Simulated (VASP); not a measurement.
# MoS2 (monolayer) in VASP: single point with LDA

Aim: the single point of MoS2 (monolayer) with LDA.

Everything below comes from runs of VASP 6.6.1. Logs are shortened: lines on timing, memory, paths and dates and some standing lists are left out, and cuts for length are marked.

### 1 The cell of the first run

The cell holds a slab with vacuum, 3 atoms: a = 3.160 Å, b = 3.160 Å, c = 20.000 Å, α = 90.00°, β = 90.00°, γ = 120.00°.

### 2 Single point, LDA

INCAR

```
SYSTEM = MoS2
ALGO = Normal
EDIFF = 1E-6
ENCUT = 520
ISIF = 2
ISMEAR = 0
LASPH = .TRUE.
LCHARG = .FALSE.
LREAL = .FALSE.
LWAVE = .FALSE.
NBANDS = 20
NELM = 100
PREC = Accurate
SIGMA = 0.01
```

KPOINTS

```
k-points
0
G
  12 12 1
  0 0 0
```

POSCAR

```
MoS2
1.0
    3.1600000000      0.0000000000      0.0000000000
   -1.5800000000      2.7366402760      0.0000000000
    0.0000000000      0.0000000000     20.0000000000
Mo S
1 2
Direct
    0.3333333333      0.6666666667      0.5000000000
    0.6666666667      0.3333333333      0.5769446306
    0.6666666667      0.3333333333      0.4230553694
```

Potentials or basis: VASP PAW LDA potentials, release 64 (Mo_sv, S).

Run with:

```
$ cat potpaw_LDA.64/Mo_sv/POTCAR potpaw_LDA.64/S/POTCAR > POTCAR
$ mpirun -np 1 vasp_std > vasp.out
```

OUTCAR:

```text
SYSTEM = MoS2
   EDIFF = 1E-6
   ENCUT = 520
   ISIF = 2
   ISMEAR = 0
   LASPH = .TRUE.
   LREAL = .FALSE.
   NELM = 100
   PREC = Accurate

 ion  position               nearest neighbor table
   1  0.333  0.667  0.500-   2 2.39   3 2.39   2 2.39   3 2.39   2 2.39   3 2.39
   2  0.667  0.333  0.577-   1 2.39   1 2.39   1 2.39
   3  0.667  0.333  0.423-   1 2.39   1 2.39   1 2.39

  LATTYP: Found a hexagonal cell.
 ALAT       =     3.1600000000
 C/A-ratio  =     6.3291139241

  Lattice vectors:

 A1 = (   3.1600000000,   0.0000000000,   0.0000000000)
 A2 = (  -1.5800000000,   2.7366402760,   0.0000000000)
 A3 = (   0.0000000000,   0.0000000000,  20.0000000000)

Analysis of symmetry for initial positions (statically):
=====================================================================
 Subroutine PRICEL returns:
 Original cell was already a primitive cell.

 Routine SETGRP: Setting up the symmetry group for a
 hexagonal supercell.

 Subroutine GETGRP returns: Found 12 space group operations
 (whereof 12 operations were pure point group operations)
 out of a pool of 24 trial point group operations.

The static configuration has the point symmetry D_3h.

Analysis of symmetry for dynamics (positions and initial velocities):
=====================================================================
 Subroutine PRICEL returns:
 Original cell was already a primitive cell.

 Routine SETGRP: Setting up the symmetry group for a
 hexagonal supercell.

 Subroutine GETGRP returns: Found 12 space group operations
 (whereof 12 operations were pure point group operations)
 out of a pool of 24 trial point group operations.

The dynamic configuration has the point symmetry D_3h.

 Subroutine INISYM returns: Found 12 space group operations
 (whereof 12 operations are pure point group operations),
 and found     1 'primitive' translations

----------------------------------------------------------------------------------------

                                     Primitive cell

  volume of cell :     172.9557

  direct lattice vectors                    reciprocal lattice vectors
     3.160000000  0.000000000  0.000000000     0.316455696  0.182705781  0.000000000
    -1.580000000  2.736640276  0.000000000     0.000000000  0.365411563  0.000000000
     0.000000000  0.000000000 20.000000000     0.000000000  0.000000000  0.050000000

  length of vectors
     3.160000000  3.160000000 20.000000000     0.365411563  0.365411563  0.050000000

  position of ions in fractional coordinates (direct lattice)
     0.333333333  0.666666667  0.500000000
     0.666666667  0.333333333  0.576944631
     0.666666667  0.333333333  0.423055369

  ion indices of the primitive-cell ions
   primitive index   ion index
                 1           1
                 2           2
                 3           3

----------------------------------------------------------------------------------------

 KPOINTS: k-points

Automatic generation of k-mesh.
 Grid dimensions read from file:
 generate k-points for:   12   12    1

 Generating k-lattice:

  Cartesian coordinates                     Fractional coordinates (reciprocal lattice)
     0.026371308  0.015225482  0.000000000     0.083333333  0.000000000  0.000000000
     0.000000000  0.030450964  0.000000000     0.000000000  0.083333333  0.000000000
     0.000000000  0.000000000  0.050000000     0.000000000  0.000000000  1.000000000

  Length of vectors
     0.030450964  0.030450964  0.050000000

  Shift w.r.t. Gamma in fractional coordinates (k-lattice)
     0.000000000  0.000000000  0.000000000

 Subroutine IBZKPT returns following result:
 ===========================================

 Found     19 irreducible k-points:

 Following reciprocal coordinates:
            Coordinates               Weight
  0.000000  0.000000  0.000000      1.000000
  0.083333  0.000000  0.000000      6.000000
  0.166667  0.000000  0.000000      6.000000
  0.250000  0.000000  0.000000      6.000000
  0.333333  0.000000  0.000000      6.000000
  0.416667  0.000000  0.000000      6.000000
[... 11 lines left out ...]
  0.333333  0.250000  0.000000     12.000000
  0.333333  0.333333  0.000000      2.000000
   k-points           NKPTS =     19   k-points in BZ     NKDIM =     19   number of bands    NBANDS=     20
   number of dos      NEDOS =    301   number of ions     NIONS =      3
   total plane-waves  NPLWV =  86400
   dimension x,y,z NGX =    24 NGY =   24 NGZ =  150
   dimension x,y,z NGXF=    48 NGYF=   48 NGZF=  300
   ions per type =               1   2
   NGX,Y,Z   is equivalent  to a cutoff of  12.63, 12.63, 12.47 a.u.
   NGXF,Y,Z  is equivalent  to a cutoff of  25.25, 25.25, 24.94 a.u.
 SYSTEM =  MoS2
   PREC   = accura    normal or accurate (medium, high low for compatibility)
   ISTART =      0    job   : 0-new  1-cont  2-samecut
   ICHARG =      2    charge: 1-file 2-atom 10-const
   ISPIN  =      1    spin polarized calculation?
   LNONCOLLINEAR =      F non collinear calculations
   LSORBIT =      F    spin-orbit coupling
   LASPH  =      T    aspherical Exc in radial PAW
   ENCUT  =  520.0 eV  38.22 Ry    6.18 a.u.   5.88  5.88 37.19*2*pi/ulx,y,z
   NELM   =    100;   NELMIN=  2; NELMDL= -5     # of ELM steps
   EDIFF  = 0.1E-05   stopping-criterion for ELM
   LREAL  =      F    real-space projection
   EDIFFG = 0.1E-04   stopping-criterion for IOM
   NSW    =      0    number of steps for IOM
   IBRION =     -1    ionic relax: 0-MD 1-quasi-New 2-CG
   NFREE  =      0    steps in history (QN), initial steepest desc. (CG)
   ISIF   =      2    stress and relaxation
   ISYM   =      2    0-nonsym 1-usesym 2-fastsym
   POTIM  = 0.5000    time-step for ionic-motion
   TEBEG  =    0.0;   TEEND  =   0.0 temperature during run
   PSTRESS=    0.0 pullay stress
   NELECT =      26.0000    total number of electrons
   NUPDOWN=      -1.0000    fix difference up-down
   EMIN   =  10.00;   EMAX   =-10.00  energy-range for DOS
   EFERMI =   0.00;   METHOD = LEGACY
   ISMEAR =     0;   SIGMA  =   0.01  broadening in eV -4-tet -1-fermi 0-gaus
   EFERMI_NEDOS =   21; number of points for ismear=-14 and -15
   IALGO  =     38    algorithm
   IMIX   =      4    mixing-type and parameters
     AMIX     =   0.40;   BMIX     =  1.00
     AMIX_MAG =   1.60;   BMIX_MAG =  1.00
  volume/ion in A,a.u.               =      57.65       389.05
  Fermi-wavevector in a.u.,A,eV,Ry     =   0.870471  1.644952 10.309405  0.757720
  Thomas-Fermi vector in A             =   1.989441
   LORBIT       =      0    0 simple, 1 ext, 2 COOP (PROOUT), +10 PAW based schemes
   GGA     = CA    functional components
   LHFCALC =     F    Hartree Fock is set to
   AEXX    =    0.0000 exact exchange contribution
   IVDW    =     0    specifies the selected vdW correction
   LEPSILON=     F    determine dielectric tensor
   LRPA    =     F    only Hartree local field effects (RPA)
 non-spin polarized calculation
 Gauss-broadening in eV      SIGMA  =   0.01
  energy-cutoff  :      520.00
  volume of cell :      172.96
 maximum number of plane-waves:      4676
 NGX is ok and might be reduce to    24
   NGX = 11   NGY = 11   NGZ = 75

 number of electron      26.0000001 magnetization

 Free energy of the ion-electron system (eV)
  ---------------------------------------------------
  ext. energy  EPLUGINS =         0.00000000
  ---------------------------------------------------
  free energy    TOTEN  =       -24.35278687 eV

  energy without entropy =      -24.35278687  energy(sigma->0) =      -24.35278687

 E-fermi :  -2.1102     XC(G=0):  -3.9132

 val. band max:       -2.1691722893   @ k =   0.0000   0.0000   0.0000
 cond. band min:      -0.5239431993   @ k =   0.3333   0.3333   0.0000
 fundamental gap:      1.6452290900
 Fermi energy:        -2.1101689196

 k-point     1 :       0.0000    0.0000    0.0000
  band No.  band energies     occupation
      1     -62.6563      2.00000
      2     -37.0239      2.00000
      3     -36.7812      2.00000
      4     -36.7812      2.00000
      5     -16.3455      2.00000
      6     -14.9267      2.00000
[... 12 lines left out ...]
     19       3.6455      0.00000
     20       4.0602      0.00000

 k-point     2 :       0.0833    0.0000    0.0000
  band No.  band energies     occupation
      1     -62.6534      2.00000
      2     -37.0183      2.00000
      3     -36.8098      2.00000
      4     -36.7876      2.00000
      5     -16.2378      2.00000
      6     -14.8855      2.00000
[... 12 lines left out ...]
     19       3.7811      0.00000
     20       4.4202      0.00000

 k-point     3 :       0.1667    0.0000    0.0000
  band No.  band energies     occupation
      1     -62.6455      2.00000
      2     -37.0028      2.00000
      3     -36.8874      2.00000
      4     -36.8053      2.00000
      5     -15.9319      2.00000
      6     -14.7686      2.00000
[... 12 lines left out ...]
     19       4.1733      0.00000
     20       4.9268      0.00000

 k-point     4 :       0.2500    0.0000    0.0000
  band No.  band energies     occupation
      1     -62.6348      2.00000
      2     -36.9919      2.00000
      3     -36.9817      2.00000
      4     -36.8293      2.00000
      5     -15.4793      2.00000
      6     -14.5971      2.00000
[... 12 lines left out ...]
     19       4.7699      0.00000
     20       5.5510      0.00000

 k-point     5 :       0.3333    0.0000    0.0000
  band No.  band energies     occupation
      1     -62.6240      2.00000
      2     -37.0947      2.00000
      3     -36.9605      2.00000
      4     -36.8531      2.00000
      5     -14.9716      2.00000
      6     -14.4089      2.00000
[... 12 lines left out ...]
     19       5.3649      0.00000
     20       5.7876      0.00000

 k-point     6 :       0.4167    0.0000    0.0000
  band No.  band energies     occupation
      1     -62.6160      2.00000
      2     -37.1689      2.00000
      3     -36.9449      2.00000
      4     -36.8705      2.00000
      5     -14.5486      2.00000
      6     -14.2580      2.00000
[... 12 lines left out ...]
     19       5.5880      0.00000
     20       5.8488      0.00000

 k-point     7 :       0.5000    0.0000    0.0000
  band No.  band energies     occupation
      1     -62.6131      2.00000
      2     -37.1959      2.00000
      3     -36.9392      2.00000
      4     -36.8768      2.00000
      5     -14.3788      2.00000
      6     -14.1995      2.00000
[... 12 lines left out ...]
     19       5.7009      0.00000
     20       6.1373      0.00000
[... 162 lines left out ...]
 k-point    15 :       0.3333    0.1667    0.0000
  band No.  band energies     occupation
      1     -62.6131      2.00000
      2     -37.1443      2.00000
      3     -36.9392      2.00000
      4     -36.9308      2.00000
      5     -14.3996      2.00000
      6     -14.1787      2.00000
[... 12 lines left out ...]
     19       6.4794      0.00000
     20       6.5275      0.00000

 k-point    16 :       0.4167    0.1667    0.0000
  band No.  band energies     occupation
      1     -62.6106      2.00000
      2     -37.1622      2.00000
      3     -36.9419      2.00000
      4     -36.9343      2.00000
      5     -14.2511      2.00000
      6     -14.1218      2.00000
[... 12 lines left out ...]
     19       6.9872      0.00000
     20       7.0494      0.00000

 k-point    17 :       0.2500    0.2500    0.0000
  band No.  band energies     occupation
      1     -62.6131      2.00000
      2     -37.1199      2.00000
      3     -36.9559      2.00000
      4     -36.9392      2.00000
      5     -14.4065      2.00000
      6     -14.1717      2.00000
[... 12 lines left out ...]
     19       6.2453      0.00000
     20       6.5123      0.00000

 k-point    18 :       0.3333    0.2500    0.0000
  band No.  band energies     occupation
      1     -62.6092      2.00000
      2     -37.1252      2.00000
      3     -36.9972      2.00000
      4     -36.9315      2.00000
      5     -14.1773      2.00000
      6     -14.0741      2.00000
[... 12 lines left out ...]
     19       6.0585      0.00000
     20       7.0824      0.00000

 k-point    19 :       0.3333    0.3333    0.0000
  band No.  band energies     occupation
      1     -62.6077      2.00000
      2     -37.0949      2.00000
      3     -37.0449      2.00000
      4     -36.9286      2.00000
      5     -14.0946      2.00000
      6     -14.0323      2.00000
[... 12 lines left out ...]
     19       5.4308      0.00000
     20       7.3527      0.00000

------------------------ aborting loop because EDIFF is reached ----------------------------------------

  FORCE on cell =-STRESS in cart. coord.  units (eV):
  Direction    XX          YY          ZZ          XY          YZ          ZX
  --------------------------------------------------------------------------------------
  -------------------------------------------------------------------------------------
  Total       -1.1432427     -1.1432427      0.0240050     -0.0000000      0.0000000      0.0000000
  in kB      -10.5904458    -10.5904458      0.2223703     -0.0000000      0.0000000      0.0000000
  external PRESSURE =      -6.9861738 kB  Pullay stress =       0.0000000 kB

 VOLUME and BASIS-vectors are now :
 -----------------------------------------------------------------------------
  energy-cutoff  :      520.00
  volume of cell :      172.96
      direct lattice vectors                 reciprocal lattice vectors
     3.160000000  0.000000000  0.000000000     0.316455696  0.182705781  0.000000000
    -1.580000000  2.736640276  0.000000000     0.000000000  0.365411563  0.000000000
     0.000000000  0.000000000 20.000000000     0.000000000  0.000000000  0.050000000

 POSITION                                       TOTAL-FORCE (eV/Angst)
 -----------------------------------------------------------------------------------
     -0.00000      1.82443     10.00000         0.000000      0.000000      0.000000
      1.58000      0.91221     11.53889        -0.000000      0.000000      0.016200
      1.58000      0.91221      8.46111        -0.000000      0.000000     -0.016200
 -----------------------------------------------------------------------------------
    total drift:                                0.000000     -0.000000     -0.000000

  FREE ENERGIE OF THE ION-ELECTRON SYSTEM (eV)
  ---------------------------------------------------
  free  energy   TOTEN  =       -24.3527868696 eV

  energy  without entropy=      -24.3527868696  energy(sigma->0) =      -24.35278687
```

Run time: 64 s. Hardware: 1 thread of Intel Xeon Platinum 8259CL at 2.50GHz (Skylake/Cascade Lake), shared host; peak memory 0.25 GiB.

What came out:

- Free energy: -24.3528 eV
- Largest force: 0.016 eV/Å
- Band gap on the k mesh: 1.65 eV, indirect (least direct gap 1.71 eV)

Forces on the atoms (eV/Å):
```
Mo   0.000  0.000  0.000
S    0.000  0.000  0.016
S    0.000  0.000 -0.016
```
